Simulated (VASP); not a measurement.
Set up this calculation in VASP 6.6.1, as the native input.

* Task: single point
* Functional: BLYP
* Potentials or basis: VASP PAW PBE potentials, release 64 (Au)
* Cutoff: 520 eV
* k mesh: 14 × 14 × 14
* Occupations: fermi-dirac, width 0.1 eV
* Spin: no spin polarisation
* Dipole correction: no
* Further INCAR settings: ALGO = Normal; EDIFF = 1e-07; NBANDS = 18

The structure of Au lies in POSCAR:

```
Au
1.0
    0.0000000000      3.1540659533      3.1540659533
    3.1540659533      0.0000000000      3.1540659533
    3.1540659533      3.1540659533      0.0000000000
Au
2
Direct
    0.1250000000      0.1250000000      0.1250000000
    0.8750000000      0.8750000000      0.8750000000
```

This isn't the form of Au at room conditions, which is fcc.

One way to write it, as run:

INCAR

```
  PREC = Accurate
  ENCUT = 520
  EDIFF = 1E-7
  ISMEAR = -1
  SIGMA = 0.1
  LREAL = False
  LASPH = True
  NELM = 80
  ALGO = Normal
  ISIF = 2
  LWAVE = False
  LCHARG = False
  GGA = B5
  ALDAX = 1.0
  AGGAX = 1.0
  AGGAC = 1.0
  ALDAC = 0.0
  NBANDS = 18
```

KPOINTS

```
regular mesh
0
Gamma
  14 14 14
```

Potentials or basis: VASP PAW PBE potentials, release 64 (Au).

Run with:

```console
$ cat potpaw_PBE.64/Au/POTCAR > POTCAR
$ mpirun -np 1 vasp_std > vasp.out
```

It gave:

- Pressure: 0.2 GPa
- Band gap on the k mesh: zero (bands 11 and 12 overlap by 0.65 eV)

Caveat: the PAW data sets were made with another functional, which shifts forces and pressure a little; spin-orbit coupling is left out, which moves the levels of the heavy elements.

Run time: 4.9 min on 1 thread of Intel Xeon 8259CL, on a shared host, peak memory 0.26 GiB.
